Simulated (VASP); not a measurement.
Set up this calculation in VASP 6.6.1, as the native input.

```yaml
Task: single point
Functional: r2SCAN
Potentials_or_basis: VASP PAW PBE potentials, release 64 (Pb_d)
Cutoff: 520 eV
k_mesh: 9 × 9 × 9
Occupations: fermi-dirac, width 0.1 eV
Spin: no spin polarisation
Dipole_correction: no
Further_INCAR_settings: ALGO = Normal; EDIFF = 1e-07; NBANDS = 21
```

The system is Pb.

```
CELL_PARAMETERS angstrom
0.00000 3.42952 3.42952
3.42952 0.00000 3.42952
3.42952 3.42952 0.00000
ATOMIC_POSITIONS crystal
Pb 0.12500 0.12500 0.12500
Pb 0.87500 0.87500 0.87500
```

This isn't the form of Pb at room conditions, which is fcc.

These files were run (other wordings do the same):

POSCAR

```
Pb
1.0
    0.0000000000      3.4295160532      3.4295160532
    3.4295160532      0.0000000000      3.4295160532
    3.4295160532      3.4295160532      0.0000000000
Pb
2
Direct
    0.1250000000      0.1250000000      0.1250000000
    0.8750000000      0.8750000000      0.8750000000
```

INCAR.step1

```
PREC     = Accurate       # precision mode
ENCUT    = 520            # plane-wave cutoff, eV
ISMEAR   = -1             # smearing method
SIGMA    = 0.1            # smearing width, eV
LREAL    = F              # projectors in reciprocal space
LASPH    = T              # aspherical terms in the spheres
NELM     = 60             # most SCF steps
NBANDS   = 21             # bands
GGA      = PE             # functional
ALGO     = Normal         # electronic algorithm
EDIFF    = 1E-4           # SCF threshold, eV
LWAVE    = T              # write WAVECAR
LCHARG   = F              # write CHGCAR
```

INCAR.step2

```
PREC     = Accurate       # precision mode
ENCUT    = 520            # plane-wave cutoff, eV
EDIFF    = 1E-7           # SCF threshold, eV
ISMEAR   = -1             # smearing method
SIGMA    = 0.1            # smearing width, eV
LREAL    = F              # projectors in reciprocal space
LASPH    = T              # aspherical terms in the spheres
NELM     = 60             # most SCF steps
ALGO     = Normal         # electronic algorithm
ISIF     = 2              # what is computed and relaxed
LWAVE    = F              # write WAVECAR
LCHARG   = F              # write CHGCAR
METAGGA  = R2SCAN         # meta-GGA
LMIXTAU  = T            
NBANDS   = 21             # bands
ISTART   = 1
```

KPOINTS

```
regular mesh
0
Gamma
  9 9 9
```

Potentials or basis: VASP PAW PBE potentials, release 64 (Pb_d).

Command:

```bash
$ cat potpaw_PBE.64/Pb_d/POTCAR > POTCAR
$ cp INCAR.step1 INCAR
$ mpirun -np 1 vasp_std > vasp.out
$ cp INCAR.step2 INCAR
$ mpirun -np 1 vasp_std > vasp.out
```

It gave:

```
Pressure               : 1.3 GPa
Band gap on the k mesh : zero (bands 14 and 15 overlap by 1.19 eV)
```

Caveat: the PAW data sets were made with another functional, which shifts forces and pressure a little; spin-orbit coupling is left out, which moves the levels of the heavy elements.

Wall time 2.6 min on 1 thread of AMD EPYC 9R45 96-Core Processor (Zen 5), with other jobs on the host, peak memory 0.2 GiB.
